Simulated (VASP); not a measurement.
# Ba (P6_3/mmc) in VASP: notebook, part 2 of 2

VASP 6.6.1. The steps go on from the part before.

**3. Single point, LDA**

Contents of INCAR:

```
SYSTEM = Ba
ALGO     = Normal         ! electronic algorithm
EDIFF    = 1E-6           ! SCF threshold, eV
ENCUT    = 520            ! plane-wave cutoff, eV
GGA      = CA             ! functional
ISIF     = 2              ! what is computed and relaxed
ISMEAR   = -1             ! smearing method
LASPH    = .TRUE.         ! aspherical terms in the spheres
LCHARG   = .FALSE.        ! write CHGCAR
LREAL    = .FALSE.        ! projectors in reciprocal space
LWAVE    = .FALSE.        ! write WAVECAR
NBANDS   = 17             ! bands
NELM     = 80             ! most SCF steps
PREC     = Accurate       ! precision mode
SIGMA    = 0.1            ! smearing width, eV
```

Contents of KPOINTS:

```
k-points
0
G
  10 10 6
  0 0 0
```

Contents of POSCAR:

```
Ba
1.0
    4.2594677761      0.0000000000      0.0000000000
   -2.1297338881      3.6888073007      0.0000000000
    0.0000000000      0.0000000000      6.9103377424
Ba
2
Direct
    0.3333333333      0.6666666667      0.2500000000
    0.6666666667      0.3333333333      0.7500000000
```

Potentials or basis: VASP PAW LDA potentials, release 64 (Ba_sv).

Started as:

```console
> cat potpaw_LDA.64/Ba_sv/POTCAR > POTCAR
> mpirun -np 1 vasp_std > vasp.out
```

OUTCAR:

```text
SYSTEM = Ba
   EDIFF = 1E-6
   ENCUT = 520
   GGA = CA
   ISIF = 2
   ISMEAR = -1
   LASPH = .TRUE.
   LREAL = .FALSE.
   NELM = 80
   PREC = Accurate

 ion  position               nearest neighbor table
   1  0.333  0.667  0.250-   2 4.24   2 4.24   2 4.24   2 4.24   2 4.24   2 4.24
   2  0.667  0.333  0.750-   1 4.24   1 4.24   1 4.24   1 4.24   1 4.24   1 4.24

  LATTYP: Found a hexagonal cell.
 ALAT       =     4.2594677761
 C/A-ratio  =     1.6223476983

  Lattice vectors:

[... 669 lines left out ...]
------------------------ aborting loop because EDIFF is reached ----------------------------------------

  FORCE on cell =-STRESS in cart. coord.  units (eV):
  Direction    XX          YY          ZZ          XY          YZ          ZX
  --------------------------------------------------------------------------------------
  -------------------------------------------------------------------------------------
  Total       -0.0422684     -0.0422684     -0.0503044      0.0000000      0.0000000      0.0000000
  in kB       -0.6237149     -0.6237149     -0.7422939      0.0000000      0.0000000      0.0000000
  external PRESSURE =      -0.6632412 kB  Pullay stress =       0.0000000 kB

 VOLUME and BASIS-vectors are now :
 -----------------------------------------------------------------------------
  energy-cutoff  :      520.00
  volume of cell :      108.58
      direct lattice vectors                 reciprocal lattice vectors
     4.259467776  0.000000000  0.000000000     0.234771115  0.135545167  0.000000000
    -2.129733888  3.688807301  0.000000000     0.000000000  0.271090333  0.000000000
     0.000000000  0.000000000  6.910337742     0.000000000  0.000000000  0.144710727

 POSITION                                       TOTAL-FORCE (eV/Angst)
 -----------------------------------------------------------------------------------
     -0.00000      2.45920      1.72758        -0.000000     -0.000000      0.000000
      2.12973      1.22960      5.18275         0.000000      0.000000      0.000000
 -----------------------------------------------------------------------------------
    total drift:                               -0.000000      0.000000     -0.000000

  FREE ENERGIE OF THE ION-ELECTRON SYSTEM (eV)
  ---------------------------------------------------
  free  energy   TOTEN  =        -4.5346375882 eV

  energy  without entropy=       -4.4328793401  energy(sigma->0) =       -4.48375846
```

stdout:

```text
POSCAR found type information on POSCAR Ba
 POSCAR found :  1 types and       2 ions
 scaLAPACK will be used
 LDA part: xc-table for (Slater(with rela. corr.)+CA(PZ))
 , standard interpolation
 POSCAR, INCAR and KPOINTS ok, starting setup
 FFT: planning ... GRIDC
 FFT: planning ... GRID_SOFT
 FFT: planning ... GRID
 WAVECAR not read
 entering main loop
```

Run time: 75 s. Hardware: 1 thread of Intel Xeon Platinum 8488C (Sapphire Rapids), shared host; peak memory 0.23 GiB.

What came out:

```yaml
Free_energy: -4.5346 eV
Pressure: -0.1 GPa
Band_gap_on_the_k_mesh: zero (bands 10 and 11 overlap by 0.41 eV)
```

Caveat: spin-orbit coupling is left out, which moves the levels of the heavy elements.

**4. Relaxation of cell and atoms, LDA, target pressure -0.15 GPa, at which the enthalpy is minimised**

Contents of INCAR:

```
PREC = Accurate ; ENCUT = 600
EDIFF = 1E-6 ; ISMEAR = -1
SIGMA = 0.1 ; LREAL = F
LASPH = T ; NELM = 80
ALGO = Normal ; ISIF = 3
LWAVE = F ; LCHARG = F
GGA = CA ; IBRION = 2
NSW = 32 ; EDIFFG = -0.005
PSTRESS = -1.5
```

Contents of KPOINTS:

```
Automatic mesh
0
Gamma
  10 10 6
```

POSCAR is that of step 3.

Started as:

```console
> cat potpaw_LDA.64/Ba_sv/POTCAR > POTCAR
> mpirun -np 1 vasp_std > vasp.out
```

It took 93 s on 1 thread of Intel Xeon 6975P-C (Granite Rapids), shared host; peak memory 0.27 GiB.

Results (log left out):

* Free energy: -4.5340 eV
* Relaxed volume: 54.78 Å³/atom
* Relaxed cell: a = 4.273 Å, b = 4.273 Å, c = 6.929 Å, α = 90.00°, β = 90.00°, γ = 120.00°
* Space group after relaxing (to 0.1 Å): P6_3/mmc (No. 194)
* Energy change on relaxing (the run minimises the enthalpy): +0.3 meV/atom
* Ionic steps: 3
* Pressure after relaxing: -0.2 GPa
* Band gap on the k mesh: zero (bands 10 and 11 overlap by 0.40 eV)

Step by step:
| step | energy change (eV) | largest force (eV/Å) | pressure (GPa) | volume (Å³) |
| --- | --- | --- | --- | --- |
| 1 | 0.0000 | 0.0000 | -0.07 | 108.58 |
| 2 | 0.0002 | 0.0000 | -0.10 | 109.02 |
| 3 | 0.0007 | 0.0000 | -0.15 | 109.57 |

Final structure:
```cif
data_structure
_symmetry_space_group_name_H-M 'P 1'
_symmetry_Int_Tables_number 1
_cell_length_a 4.2730
_cell_length_b 4.2730
_cell_length_c 6.9291
_cell_angle_alpha 90.000
_cell_angle_beta 90.000
_cell_angle_gamma 120.000
_cell_volume 109.57
loop_
_atom_site_label
_atom_site_type_symbol
_atom_site_fract_x
_atom_site_fract_y
_atom_site_fract_z
_atom_site_occupancy
Ba1 Ba 0.33333 0.66667 0.25000 1
Ba2 Ba 0.66667 0.33333 0.75000 1
```

Levels at points of the mesh, in eV from the Fermi level:
```tsv
k point	band 8	band 9	band 10	band 11	band 12	band 13
(0.00, 0.00, 0.00)	-13.45	-2.82	-1.04	1.64	1.84	1.84
(0.50, 0.00, 0.00)	-13.55	-0.71	-0.58	-0.28	0.95	1.63
(0.00, 0.00, 0.50)	-13.51	-1.73	-1.73	1.14	1.14	1.82
(0.50, 0.00, 0.50)	-13.64	-0.87	-0.87	0.43	0.43	2.02
```

Caveat: the cell is relaxed towards a set pressure, so the run minimises the enthalpy, not the energy; spin-orbit coupling is left out, which moves the levels of the heavy elements.

**5. Relaxation of cell and atoms, LDA, target pressure -0.15 GPa, at which the enthalpy is minimised**

This run uses another cell than the first one, of 54.77 Å³/atom.

Contents of INCAR:

```
SYSTEM = Ba
PREC = Accurate
ENCUT = 600
EDIFF = 1E-6
ISMEAR = -1
SIGMA = 0.1
LREAL = .False.
LASPH = .True.
NELM = 80
ALGO = Normal
ISIF = 3
LWAVE = .False.
LCHARG = .False.
IBRION = 2
NSW = 60
EDIFFG = -0.005
PSTRESS = -1.5
```

Contents of KPOINTS:

```
Automatic mesh
0
Gamma
  10 10 6
  0 0 0
```

Contents of POSCAR:

```
Ba
1.0
    4.2740382187      0.0000000000      0.0000000000
   -2.1370191094      3.7014256742      0.0000000000
    0.0000000000      0.0000000000      6.9239419143
Ba
2
Direct
    0.3333333333      0.6666666667      0.2500000000
    0.6666666667      0.3333333333      0.7500000000
```

Started as:

```console
> cat potpaw_LDA.64/Ba_sv/POTCAR > POTCAR
> mpirun -np 1 vasp_std > vasp.out
```

It took 53 s on 1 thread of Intel Xeon 6975P-C (Granite Rapids), shared host; peak memory 0.26 GiB.

It converged, with:

| Quantity | Value |
| --- | --- |
| Free energy | -4.5340 eV |
| Energy change on relaxing (the run minimises the enthalpy) | -0.0 meV/atom |
| Ionic steps | 2 |
| Pressure after relaxing | -0.1 GPa |
| Band gap on the k mesh | zero (bands 10 and 11 overlap by 0.40 eV) |

Final structure:
```
Ba
1.0
     4.27333    0.00000    0.00000
    -2.13667    3.70081    0.00000
     0.00000    0.00000    6.92609
Ba
2
Cartesian
  0.0000 2.4672 1.7315
  2.1367 1.2336 5.1946
```

Levels at points of the mesh, in eV from the Fermi level:
| k point | band 7 | band 8 | band 9 | band 10 | band 11 | band 12 | band 13 | band 14 |
| --- | --- | --- | --- | --- | --- | --- | --- | --- |
| (0.00, 0.00, 0.00) | -13.46 | -13.45 | -2.82 | -1.04 | 1.64 | 1.84 | 1.84 | 1.88 |
| (0.50, 0.00, 0.00) | -13.63 | -13.55 | -0.70 | -0.58 | -0.28 | 0.95 | 1.63 | 1.69 |
| (0.00, 0.00, 0.50) | -13.51 | -13.51 | -1.73 | -1.73 | 1.14 | 1.14 | 1.82 | 1.82 |
| (0.50, 0.00, 0.50) | -13.64 | -13.64 | -0.87 | -0.87 | 0.43 | 0.43 | 2.02 | 2.02 |

Caveat: the cell is relaxed towards a set pressure, so the run minimises the enthalpy, not the energy; spin-orbit coupling is left out, which moves the levels of the heavy elements.

**6. Summary**

```tsv
task	cell	cutoff (eV)	gap on the mesh (eV)	pressure (GPa)
single point	a = 4.259, b = 4.259, c = 6.910 Å, angles 90.0, 90.0, 120.0°, 2 atoms	520	none	-0.1
relaxation of cell and atoms	relaxed to -0.15 GPa from a = 4.259, b = 4.259, c = 6.910 Å, angles 90.0, 90.0, 120.0°, 2 atoms	600	none	-0.2
relaxation of cell and atoms	relaxed to -0.15 GPa from a = 4.274, b = 4.274, c = 6.924 Å, angles 90.0, 90.0, 120.0°, 2 atoms	600	none	-0.1
```

Alike in all rows: level LDA; potentials or basis VASP PAW LDA potentials, release 64 (Ba_sv); no spin polarisation; k mesh 10 × 10 × 6; smearing fermi-dirac 0.1 eV.

Caveats: spin-orbit coupling is left out, which moves the levels of the heavy elements; the cell is relaxed towards a set pressure, so the run minimises the enthalpy, not the energy (at least some runs).

Absolute energies hang on the potentials; compare differences alone.
